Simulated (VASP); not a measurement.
# Si4N in VASP: a series of runs

Runs on Si4N. Level: PBE+D3(BJ). Tasks: single point.

All numbers are computed with VASP 6.6.1; they aren't measurements. Logs are shortened: lines on timing, memory, paths and dates and some standing lists are left out, and cuts for length are marked.

### 1 The cell of the first run

The cell holds a slab with vacuum, 5 atoms: a = 3.833 Å, b = 3.833 Å, c = 21.103 Å, α = 90.00°, β = 90.00°, γ = 90.00°.

### 2 Single point, PBE+D3(BJ), collinear spin, ferromagnetic start

Input file INCAR:

```
ALGO     = Normal         # electronic algorithm
DIPOL    = 0.5 0.5 0.335
EDIFF    = 1E-6           # SCF threshold, eV
ENCUT    = 520            # plane-wave cutoff, eV
GGA      = PE             # functional
IDIPOL   = 3            
ISIF     = 2              # what is computed and relaxed
ISMEAR   = 0              # smearing method
ISPIN    = 2              # spin polarisation
IVDW     = 12             # dispersion correction
LASPH    = True           # aspherical terms in the spheres
LCHARG   = False          # write CHGCAR
LDIPOL   = True         
LORBIT   = 11             # projections on sites
LREAL    = False          # projectors in reciprocal space
LWAVE    = False          # write WAVECAR
MAGMOM   = 0 0 0 0 3      # initial moments
NBANDS   = 22             # bands
NELM     = 150            # most SCF steps
PREC     = Accurate       # precision mode
SIGMA    = 0.05           # smearing width, eV
```

Input file KPOINTS:

```
k-points
0
Gamma
  7 7 1
```

Input file POSCAR:

```
Si4N
1.0
    3.8333442755      0.0000000000      0.0000000000
    0.0000000000      3.8333442755      0.0000000000
    0.0000000000      0.0000000000     21.1034818114
Si N
4 1
Direct
    0.0000000000      0.5000000000      0.1895421825
    0.0000000000      0.0000000000      0.2537634269
    0.5000000000      0.0000000000      0.3207061922
    0.5000000000      0.5000000000      0.3839879070
    0.5000000000      1.0000000000      0.5261445439
```

Potentials or basis: VASP PAW PBE potentials, release 64 (Si, N).

Started as:

```
> cat potpaw_PBE.64/Si/POTCAR potpaw_PBE.64/N/POTCAR > POTCAR
> mpirun -np 1 vasp_std > vasp.out
```

OUTCAR:

```text
EDIFF = 1E-6
   ENCUT = 520
   GGA = PE
   ISIF = 2
   ISMEAR = 0
   ISPIN = 2
   IVDW = 12
   LASPH = True
   LORBIT = 11
   LREAL = False
   NELM = 150
   PREC = Accurate
 IVDW          = 12

 ion  position               nearest neighbor table
   1  0.000  0.500  0.190-   2 2.35   2 2.35
   2  0.000  0.000  0.254-   1 2.35   1 2.35   3 2.38   3 2.38
   3  0.500  0.000  0.321-   4 2.34   4 2.34   2 2.38   2 2.38
   4  0.500  0.500  0.384-   3 2.34   3 2.34
   5  0.500  0.000  0.526-

  LATTYP: Found a simple tetragonal cell.
 ALAT       =     3.8333442755
 C/A-ratio  =     5.5052404101

  Lattice vectors:

 A1 = (   3.8333442755,   0.0000000000,   0.0000000000)
 A2 = (   0.0000000000,   3.8333442755,   0.0000000000)
 A3 = (   0.0000000000,   0.0000000000,  21.1034818114)

Analysis of symmetry for initial positions (statically):
=====================================================================
 Subroutine PRICEL returns:
 Original cell was already a primitive cell.

 Routine SETGRP: Setting up the symmetry group for a
 simple tetragonal supercell.

 Subroutine GETGRP returns: Found  4 space group operations
 (whereof  4 operations were pure point group operations)
 out of a pool of 16 trial point group operations.

The static configuration has the point symmetry C_2v.

Analysis of symmetry for dynamics (positions and initial velocities):
=====================================================================
 Subroutine PRICEL returns:
 Original cell was already a primitive cell.

 Routine SETGRP: Setting up the symmetry group for a
 simple tetragonal supercell.

 Subroutine GETGRP returns: Found  4 space group operations
 (whereof  4 operations were pure point group operations)
 out of a pool of 16 trial point group operations.

The dynamic configuration has the point symmetry C_2v.

Analysis of structural, dynamic, and magnetic symmetry:
=====================================================================
 Subroutine PRICEL returns:
 Original cell was already a primitive cell.

 Routine SETGRP: Setting up the symmetry group for a
 simple tetragonal supercell.

 Subroutine GETGRP returns: Found  4 space group operations
 (whereof  4 operations were pure point group operations)
 out of a pool of 16 trial point group operations.

The overall configuration has the point symmetry C_2v.

 Subroutine INISYM returns: Found  4 space group operations
 (whereof  4 operations are pure point group operations),
 and found     1 'primitive' translations

----------------------------------------------------------------------------------------

                                     Primitive cell

  volume of cell :     310.1057

  direct lattice vectors                    reciprocal lattice vectors
     3.833344276  0.000000000  0.000000000     0.260868821  0.000000000  0.000000000
     0.000000000  3.833344276  0.000000000     0.000000000  0.260868821  0.000000000
     0.000000000  0.000000000 21.103481811     0.000000000  0.000000000  0.047385546

  length of vectors
     3.833344276  3.833344276 21.103481811     0.260868821  0.260868821  0.047385546

  position of ions in fractional coordinates (direct lattice)
     0.000000000  0.500000000  0.189542182
     0.000000000  0.000000000  0.253763427
     0.500000000  0.000000000  0.320706192
     0.500000000  0.500000000  0.383987907
     0.500000000  0.000000000  0.526144544

  ion indices of the primitive-cell ions
   primitive index   ion index
                 1           1
                 2           2
                 3           3
                 4           4
                 5           5

----------------------------------------------------------------------------------------

 KPOINTS: k-points

Automatic generation of k-mesh.
 Grid dimensions read from file:
 generate k-points for:    7    7    1

 Generating k-lattice:

  Cartesian coordinates                     Fractional coordinates (reciprocal lattice)
     0.037266974  0.000000000  0.000000000     0.142857143  0.000000000  0.000000000
     0.000000000  0.037266974  0.000000000     0.000000000  0.142857143  0.000000000
     0.000000000  0.000000000  0.047385546     0.000000000  0.000000000  1.000000000

  Length of vectors
     0.037266974  0.037266974  0.047385546

  Shift w.r.t. Gamma in fractional coordinates (k-lattice)
     0.000000000  0.000000000  0.000000000

 Subroutine IBZKPT returns following result:
 ===========================================

 Found     16 irreducible k-points:

 Following reciprocal coordinates:
            Coordinates               Weight
  0.000000  0.000000  0.000000      1.000000
  0.142857  0.000000  0.000000      2.000000
  0.000000  0.142857  0.000000      2.000000
  0.285714  0.000000  0.000000      2.000000
  0.000000  0.285714  0.000000      2.000000
  0.428571  0.000000  0.000000      2.000000
[... 8 lines left out ...]
 -0.285714  0.428571  0.000000      4.000000
  0.428571  0.428571  0.000000      4.000000
   k-points           NKPTS =     16   k-points in BZ     NKDIM =     16   number of bands    NBANDS=     22
   number of dos      NEDOS =    301   number of ions     NIONS =      5
   total plane-waves  NPLWV = 144000
   dimension x,y,z NGX =    30 NGY =   30 NGZ =  160
   dimension x,y,z NGXF=    60 NGYF=   60 NGZF=  320
   ions per type =               4   1
   NGX,Y,Z   is equivalent  to a cutoff of  13.01, 13.01, 12.60 a.u.
   NGXF,Y,Z  is equivalent  to a cutoff of  26.02, 26.02, 25.21 a.u.
 SYSTEM =  unknown system
   PREC   = accura    normal or accurate (medium, high low for compatibility)
   ISTART =      0    job   : 0-new  1-cont  2-samecut
   ICHARG =      2    charge: 1-file 2-atom 10-const
   ISPIN  =      2    spin polarized calculation?
   LNONCOLLINEAR =      F non collinear calculations
   LSORBIT =      F    spin-orbit coupling
   LASPH  =      T    aspherical Exc in radial PAW
   ENCUT  =  520.0 eV  38.22 Ry    6.18 a.u.   7.13  7.13 39.24*2*pi/ulx,y,z
   NELM   =    150;   NELMIN=  2; NELMDL= -5     # of ELM steps
   EDIFF  = 0.1E-05   stopping-criterion for ELM
   LREAL  =      F    real-space projection
   EDIFFG = 0.1E-04   stopping-criterion for IOM
   NSW    =      0    number of steps for IOM
   IBRION =     -1    ionic relax: 0-MD 1-quasi-New 2-CG
   NFREE  =      0    steps in history (QN), initial steepest desc. (CG)
   ISIF   =      2    stress and relaxation
   ISYM   =      2    0-nonsym 1-usesym 2-fastsym
   POTIM  = 0.5000    time-step for ionic-motion
   TEBEG  =    0.0;   TEEND  =   0.0 temperature during run
   PSTRESS=    0.0 pullay stress
   NELECT =      21.0000    total number of electrons
   NUPDOWN=      -1.0000    fix difference up-down
   EMIN   =  10.00;   EMAX   =-10.00  energy-range for DOS
   EFERMI =   0.00;   METHOD = LEGACY
   ISMEAR =     0;   SIGMA  =   0.05  broadening in eV -4-tet -1-fermi 0-gaus
   EFERMI_NEDOS =   21; number of points for ismear=-14 and -15
   IALGO  =     38    algorithm
   IMIX   =      4    mixing-type and parameters
     AMIX     =   0.40;   BMIX     =  1.00
     AMIX_MAG =   1.60;   BMIX_MAG =  1.00
  volume/ion in A,a.u.               =      62.02       418.54
  Fermi-wavevector in a.u.,A,eV,Ry     =   0.667285  1.260986  6.058256  0.445269
  Thomas-Fermi vector in A             =   1.741845
   LORBIT       =     11    0 simple, 1 ext, 2 COOP (PROOUT), +10 PAW based schemes
   GGA     = PE    functional components
   LHFCALC =     F    Hartree Fock is set to
   AEXX    =    0.0000 exact exchange contribution
   IVDW    =    12    specifies the selected vdW correction
   LEPSILON=     F    determine dielectric tensor
   LRPA    =     F    only Hartree local field effects (RPA)
 spin polarized calculation
 Gauss-broadening in eV      SIGMA  =   0.05
  energy-cutoff  :      520.00
  volume of cell :      310.11
 maximum number of plane-waves:      8388
 NGX is ok and might be reduce to    30
   NGX = 15   NGY = 15   NGZ = 79

 dipolmoment           0.000000      0.000000     -0.000209 electrons x Angstroem

 number of electron      21.0000001 magnetization       2.7024479

 dipolmoment           0.000000      0.000000      0.043379 electrons x Angstroem

 Free energy of the ion-electron system (eV)
  ---------------------------------------------------
  ext. energy  EPLUGINS =         0.00000000
  ---------------------------------------------------
  free energy    TOTEN  =       -21.26405890 eV

  energy without entropy =      -21.26013927  energy(sigma->0) =      -21.26209909

 E-fermi :  -2.4188     XC(G=0):  -3.8780

 val. band max:       -2.4359900365   @ k =   0.1429   0.1429   0.0000
 cond. band min:      -2.3873762013   @ k =  -0.1429   0.4286   0.0000
 fundamental gap:      0.0486138352
 Fermi energy:        -2.4188242810

 spin component 1

 k-point     1 :       0.0000    0.0000    0.0000
  band No.  band energies     occupation
      1     -16.4782      1.00000
      2     -13.2349      1.00000
      3     -11.0840      1.00000
      4      -7.7734      1.00000
      5      -5.0527      1.00000
      6      -4.6425      1.00000
[... 14 lines left out ...]
     21       3.7054      0.00000
     22       4.0173      0.00000

 k-point     2 :       0.1429    0.0000    0.0000
  band No.  band energies     occupation
      1     -16.4664      1.00000
      2     -13.0733      1.00000
      3     -11.0329      1.00000
      4      -7.6790      1.00000
      5      -5.3610      1.00000
      6      -4.9420      1.00000
[... 342 lines left out ...]
 k-point    16 :       0.4286    0.4286    0.0000
  band No.  band energies     occupation
      1     -16.3603      1.00000
      2     -10.4797      1.00000
      3      -9.6609      1.00000
      4      -8.8537      1.00000
      5      -8.4439      1.00000
      6      -5.5445      1.00000
[... 14 lines left out ...]
     21       5.2075      0.00000
     22       5.9693      0.00000
 Fermi energy:        -2.4188242810

 spin component 2

 k-point     1 :       0.0000    0.0000    0.0000
  band No.  band energies     occupation
      1     -13.2691      1.00000
      2     -12.1042      1.00000
      3     -11.1191      1.00000
      4      -7.8120      1.00000
      5      -4.3202      1.00000
      6      -4.0769      1.00000
[... 14 lines left out ...]
     21       3.7624      0.00000
     22       4.1673      0.00000

 k-point     2 :       0.1429    0.0000    0.0000
  band No.  band energies     occupation
      1     -13.1083      1.00000
      2     -12.0835      1.00000
      3     -11.0691      1.00000
      4      -7.7174      1.00000
      5      -5.3433      1.00000
      6      -4.2060      1.00000
[... 342 lines left out ...]
 k-point    16 :       0.4286    0.4286    0.0000
  band No.  band energies     occupation
      1     -11.9013      1.00000
      2     -10.5066      1.00000
      3      -9.6974      1.00000
      4      -8.9137      1.00000
      5      -8.4880      1.00000
      6      -5.5448      1.00000
[... 14 lines left out ...]
     21       5.2759      0.00000
     22       6.0652      0.00000

------------------------ aborting loop because EDIFF is reached ----------------------------------------

 vacuum level on the upper side and lower side of the slab       (xc-potential included)         0.263        -0.235

 Edisp (eV)   -0.99305

 E8    (eV) :    -0.4224

  FORCE on cell =-STRESS in cart. coord.  units (eV):
  Direction    XX          YY          ZZ          XY          YZ          ZX
  --------------------------------------------------------------------------------------
  -------------------------------------------------------------------------------------
  Total      -3.85486    -1.30156    -1.03809     0.00000     0.00000     0.00000
  in kB     -19.91633    -6.72458    -5.36332     0.00000     0.00000     0.00000
  external pressure =      -10.67 kB  Pullay stress =        0.00 kB

 VOLUME and BASIS-vectors are now :
 -----------------------------------------------------------------------------
  energy-cutoff  :      520.00
  volume of cell :      310.11
      direct lattice vectors                 reciprocal lattice vectors
     3.833344276  0.000000000  0.000000000     0.260868821  0.000000000  0.000000000
     0.000000000  3.833344276  0.000000000     0.000000000  0.260868821  0.000000000
     0.000000000  0.000000000 21.103481811     0.000000000  0.000000000  0.047385546

 POSITION                                       TOTAL-FORCE (eV/Angst)
 -----------------------------------------------------------------------------------
      0.00000      1.91667      4.00000         0.000000      0.000000      0.083017
      0.00000      0.00000      5.35529         0.000000      0.000000      0.026482
      1.91667      0.00000      6.76802         0.000000      0.000000     -0.023605
      1.91667      1.91667      8.10348         0.000000      0.000000      0.122367
      1.91667      0.00000     11.10348         0.000000      0.000000     -0.208262
 -----------------------------------------------------------------------------------
    total drift:                                0.000000      0.000000      0.000059

  FREE ENERGIE OF THE ION-ELECTRON SYSTEM (eV)
  ---------------------------------------------------
  free  energy   TOTEN  =       -22.2571135989 eV

  energy  without entropy=      -22.2531939612  energy(sigma->0) =      -22.25515378

 vacuum level on the upper side and lower side of the slab         3.454         2.898

 total charge

# of ion       s       p       d       tot
------------------------------------------
    1        0.863   0.721   0.000   1.584
    2        0.776   0.894   0.000   1.669
    3        0.776   0.897   0.000   1.672
    4        0.859   0.720   0.000   1.580
    5        1.363   1.911   0.000   3.274
--------------------------------------------------
tot          4.637   5.143   0.000   9.780

 magnetization (x)

# of ion       s       p       d       tot
------------------------------------------
    1        0.001  -0.011   0.000  -0.011
    2        0.000  -0.010   0.000  -0.010
    3        0.003  -0.010   0.000  -0.007
    4       -0.002  -0.043   0.000  -0.044
    5        0.039   1.861   0.000   1.900
--------------------------------------------------
tot          0.041   1.787   0.000   1.828
```

It took 13 min on 1 thread of Intel Xeon 8259CL, shared host; peak memory 0.57 GiB.

Results:

```
Free energy                                           : -22.2571 eV
Largest force                                         : 0.208 eV/Å
Net moment                                            : 2.70 μB per cell
Site moments                                          : Si -0.01, -0.04 (each value once); N +1.90 μB
Valence electrons inside the program's atomic spheres : Si 1.58, 1.67 (each value once); N 3.27
Dispersion energy per atom                            : -0.199 eV
```

Forces on the atoms (eV/Å):
```
Si   0.000  0.000  0.083
Si   0.000  0.000  0.026
Si   0.000  0.000 -0.024
Si   0.000  0.000  0.122
N    0.000  0.000 -0.208
```

Levels at points of the mesh, in eV from the Fermi level:
Spin up:
| k point | band 10 | band 11 | band 12 | band 13 | band 14 | band 15 |
| --- | --- | --- | --- | --- | --- | --- |
| (0.00, 0.00, 0.00) | -1.36 | -0.49 | 0.62 | 1.41 | 1.90 | 2.05 |
Spin down:
```
           k point  band 6  band 7  band 8  band 9  band 10  band 11  band 12  band 13
(0.00, 0.00, 0.00)   -1.66   -1.65   -0.53    0.28     1.36     1.63     1.87     1.99
```

[end of part 1 of 2]
